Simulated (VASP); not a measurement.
TiC:

```
Ti C
1.0
     0.00000    2.15930    2.15930
     2.15930    0.00000    2.15930
     2.15930    2.15930    0.00000
Ti C
1 1
Direct
  0.00000 0.00000 0.00000
  0.50000 0.50000 0.50000
```

```yaml
Program: VASP 6.6.1
Task: relaxation of cell and atoms
Functional: LDA
Potentials_or_basis: VASP PAW LDA potentials, release 64 (Ti_sv, C)
Cutoff: 600 eV
k_mesh: 12 × 12 × 12
Occupations: fermi-dirac, width 0.1 eV
Spin: no spin polarisation
```

At the start: pressure -9.9 GPa; volume 10.07 Å³/atom.

Problem. Where does the relaxation end?

Solution. Over 4 steps the energy falls by 12.1 meV/atom and the volume is 9.69 Å³/atom (-3.8 %); space group Fm-3m (No. 225, to 0.05 Å).

The path:
```
step  energy change (eV)  largest force (eV/Å)  pressure (GPa)  volume (Å³)
   1              0.0000                0.0000           -9.92        20.14
   2              0.0256                0.0000           16.55        18.37
   3             -0.0242                0.0000           -0.14        19.39
   4             -0.0242                0.0000            0.01        19.38
```

Final structure:
```
Ti C
1.0
     0.00000    2.13177    2.13177
     2.13177    0.00000    2.13177
     2.13177    2.13177    0.00000
Ti C
1 1
Direct
  0.00000 0.00000 0.00000
  0.50000 0.50000 0.50000
```
